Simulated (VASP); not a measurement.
Here is a VASP 6.6.1 calculation.

File INCAR:

```
SYSTEM = SnO
PREC = Accurate ; ENCUT = 520
EDIFF = 1E-6 ; ISMEAR = 0
SIGMA = 0.05 ; LREAL = .FALSE.
LASPH = .TRUE. ; NELM = 80
ALGO = Normal ; ISIF = 2
LWAVE = .FALSE. ; LCHARG = .TRUE.
GGA = PS ; LELF = .TRUE.
LVHAR = .TRUE. ; NBANDS = 28
```

KPOINTS

```
Automatic mesh
0
G
  8 6 6
  0 0 0
```

File POSCAR:

```
SnO
1.0
    3.3550050000      0.0000000000      0.0000000000
    0.0000000000      5.6741040000      0.0000000000
    0.0000000000      0.0000000000      4.2219700000
Sn O
2 2
Direct
   -0.0210761767      0.2194470010      0.5131440000
    0.4789238233      0.7556290010      0.0131440000
    0.0000000000      0.8912500000      0.7368570000
    0.5000000000      0.1087500000      0.2368570000
```

Potentials or basis: VASP PAW PBE potentials, release 64 (Sn_d, O).

Command:

```bash
$ cat potpaw_PBE.64/Sn_d/POTCAR potpaw_PBE.64/O/POTCAR > POTCAR
$ mpirun -np 1 vasp_std > vasp.out
```

**Question.** Predict the pressure.

**Answer.** -2.5 GPa.

**Question.** Predict the band gap on the k mesh.

**Answer.** 1.30 eV, indirect (least direct gap 1.89 eV).

**Question.** Predict the largest force.

**Answer.** 0.895 eV/Å.

Forces on the atoms (eV/Å):
```
Sn   0.446  0.388  0.008
Sn   0.313  0.826 -0.142
O   -0.302 -0.514  0.333
O   -0.457 -0.700 -0.200
```

Caveat: the cell differs from its parent crystal (all Sn atoms moved -0.100 Å, as atom 1 along Cartesian [1 1 0]); the PAW data sets were made with another functional, which shifts forces and pressure a little; spin-orbit coupling is left out, which moves the levels of the heavy elements. A k mesh can miss the band edges.
